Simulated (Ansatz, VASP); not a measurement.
**SiC in VASP and in Ansatz**

```xyz
4
Lattice="3.0759 0.0000 0.0000 -1.5380 2.6638 0.0000 0.0000 0.0000 5.0477" Properties=species:S:1:pos:R:3 pbc="T T T"
Si    0.0000    1.7759    0.0232
Si    1.5380    0.8879    2.5470
C     0.0000    1.7759    1.9202
C     1.5380    0.8879    4.4441
```

Alike in both runs: functional PBEsol; k mesh 12 × 12 × 6; occupations gaussian, width 0.02 eV; no spin polarisation.

Ansatz relaxed the structure, and its values are those at the end. VASP's run is a single point on that final structure, the one shown.

|  | VASP | Ansatz |
| --- | --- | --- |
| version | VASP 6.6.1 | Ansatz 0.2.0 |
| potentials or method | VASP PAW PBE potentials, release 64 (Si, C), cutoff 520 eV | scalar-relativistic, plane waves, PAW |
| valence electrons in the cell | 16 | 16 |

```tsv
	VASP	Ansatz	Ansatz less VASP
gap on the k mesh at the Fermi level (eV)	2.11	2.12	+0.011
least direct gap on the mesh (eV)	3.85	3.86	+0.008
pressure (GPa)	0.3	0.0	-0.35
```

VASP's potentials were made for PBE, not for PBEsol.
